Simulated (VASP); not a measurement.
Set up this calculation in VASP 6.6.1, as the native input.

```yaml
Task: single point
Functional: PBE
Potentials_or_basis: VASP PAW PBE potentials, release 64 (Ga_d, O)
Cutoff: 520 eV
k_mesh: 12 × 12 × 4
Occupations: gaussian, width 0.1 eV
Spin: no spin polarisation
Dipole_correction: no
Further_INCAR_settings: ALGO = Normal; EDIFF = 1e-06; NBANDS = 41
```

The structure of Ga2O lies in POSCAR:

```
Ga2O
1.0
    3.0595560477      0.0000000000      0.0000000000
   -1.5297780238      2.6496532616      0.0000000000
    0.0000000000      0.0000000000     13.1663977659
Ga O
4 2
Direct
    0.0000000000      0.0000000000      0.4042026647
    0.0000000000      0.0000000000      0.5957973353
    0.6666666667      0.3333333333      0.0945923409
    0.3333333333      0.6666666667      0.9054076591
    0.6666666667      0.3333333333      0.3454115725
    0.3333333333      0.6666666667      0.6545884275
```

One way to write it, as run:

INCAR

```
PREC = Accurate
ENCUT = 520
EDIFF = 1E-6
ISMEAR = 0
SIGMA = 0.1
LREAL = F
LASPH = T
NELM = 100
ALGO = Normal
ISIF = 2
LWAVE = F
LCHARG = T
GGA = PE
LELF = T
LVHAR = T
NBANDS = 41
```

KPOINTS

```
regular mesh
0
Gamma
  12 12 4
```

Potentials or basis: VASP PAW PBE potentials, release 64 (Ga_d, O).

The run is started by

```console
$ cat potpaw_PBE.64/Ga_d/POTCAR potpaw_PBE.64/O/POTCAR > POTCAR
$ mpirun -np 1 vasp_std > vasp.out
```

It gave:

```
Pressure               : 0.3 GPa
Largest force          : 0.055 eV/Å
Band gap on the k mesh : zero (bands 32 and 33 overlap by 1.71 eV)
```

Run time: 6.8 min on 1 thread of Intel Xeon 8259CL (shared host), peak memory 0.37 GiB.
